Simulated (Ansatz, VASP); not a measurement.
**Two plane-wave programs on Fe**

File INCAR:

```
  AGGAC = 1.0
  AGGAX = 1.0
  ALDAC = 0.0
  ALDAX = 1.0
  ALGO = Normal
  EDIFF = 1E-6
  ENCUT = 520
  GGA = B5
  ISIF = 2
  ISMEAR = -1
  ISPIN = 2
  LASPH = True
  LCHARG = False
  LMAXMIX = 4
  LORBIT = 11
  LREAL = False
  LWAVE = False
  MAGMOM = 2.262 2.262 2.276 2.276 2.276 2.276 2.276 2.276
  NBANDS = 46
  NELM = 150
  PREC = Accurate
  SIGMA = 0.05
```

KPOINTS

```
k-points
0
Gamma
  7 7 7
```

The input POSCAR:

```
Fe
1.0
    4.5890132239      0.0000000000      0.0000000000
    0.0000000000      4.5890132239      0.0000000000
    0.0000000000      0.0000000000      4.5890132239
Fe
8
Direct
    1.0000000000      1.0000000000      0.0000000000
    0.5000000000      0.5000000000      0.5000000000
    0.2500000000      0.0000000000      0.5000000000
    0.7500000000      1.0000000000      0.5000000000
    0.5000000000      0.2500000000      0.0000000000
    0.5000000000      0.7500000000      0.0000000000
    0.0000000000      0.5000000000      0.2500000000
    0.0000000000      0.5000000000      0.7500000000
```

Input for Ansatz:

```yaml
crystal:
  lattice:
    - [4.5890132239, 0.0, 0.0]
    - [0.0, 4.5890132239, 0.0]
    - [0.0, 0.0, 4.5890132239]
  atoms:
    - { symbol: Fe, position: [1.0, 1.0, 0.0], spin: 2.262 }
    - { symbol: Fe, position: [0.5, 0.5, 0.5], spin: 2.262 }
    - { symbol: Fe, position: [0.25, 0.0, 0.5], spin: 2.276 }
    - { symbol: Fe, position: [0.75, 1.0, 0.5], spin: 2.276 }
    - { symbol: Fe, position: [0.5, 0.25, 0.0], spin: 2.276 }
    - { symbol: Fe, position: [0.5, 0.75, 0.0], spin: 2.276 }
    - { symbol: Fe, position: [0.0, 0.5, 0.25], spin: 2.276 }
    - { symbol: Fe, position: [0.0, 0.5, 0.75], spin: 2.276 }
hamiltonian:
  xc: blyp
  pseudopotentials:
    kind: paw
    azcp:
      Fe: "pseudopotentials/Fe.paw.azcp"
basis:
  ecutwfc: 420
  fft_grid_basis: typed
kpoints:
  mp_grid: { grid: [7, 7, 7], shift: [0, 0, 0] }
magnetization:
  spin_polarized: true
scf:
  occupations: { method: fermi_dirac, width: 0.05 }
```

Alike in both runs: task single point; functional BLYP; k mesh 7 × 7 × 7; occupations fermi-dirac, width 0.05 eV; collinear spin.

|  | VASP | Ansatz |
| --- | --- | --- |
| version | VASP 6.6.1 | Ansatz 0.2.0 |
| potentials or method | VASP PAW PBE potentials, release 64 (Fe), cutoff 520 eV | plane waves (420 eV) with PAW, scalar-relativistic |
| valence electrons in the cell | 64 | 128 |

VASP gave:

| Item | Value |
| --- | --- |
| net moment per atom (μB) | 2.29 |
| size of the moment on the site where the two differ most (μB) | 2.27 |

Problem. Estimate Ansatz's values.

Solution. net moment per atom (μB): 2.28; size of the moment on the site where the two differ most (μB): 2.31.

VASP's potentials were made for PBE, not for BLYP. Site moments also hang on the region over which each program counts them. VASP's potentials hold 64 valence electrons a cell and Ansatz's 128, so a difference there can come from the potentials and not from the codes.
